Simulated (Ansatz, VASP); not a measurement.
# AgBr in VASP and in Ansatz

```xyz
2
Lattice="0.0000 2.9208 2.9208 2.9208 0.0000 2.9208 2.9208 2.9208 0.0000" Properties=species:S:1:pos:R:3 pbc="T T T"
Ag    0.0000    0.0000    0.0000
Br    2.9208    2.9208    2.9208
```

Alike in both runs: functional PBE; k mesh 8 × 8 × 8; occupations gaussian, width 0.02 eV; no spin polarisation.

Ansatz relaxed the structure, and its values are those at the end. VASP's run is a single point on that final structure, the one shown.

|  | VASP | Ansatz |
| --- | --- | --- |
| version | VASP 6.6.1 | Ansatz 0.2.0 |
| potentials or method | VASP PAW PBE potentials, release 64 (Ag, Br), cutoff 500 eV | scalar-relativistic, plane waves, PAW |
| valence electrons in the cell | 18 | 26 |

```tsv
	VASP	Ansatz	Ansatz less VASP
gap on the k mesh at the Fermi level (eV)	0.69	0.69	+0.001
least direct gap on the mesh (eV)	2.44	2.44	+0.001
pressure (GPa)	0.0	0.0	+0.03
```

The functional is the same, so the differences come from potentials, cutoffs and numerics. VASP's potentials hold 18 valence electrons a cell and Ansatz's 26, so a difference there can come from the potentials and not from the codes.
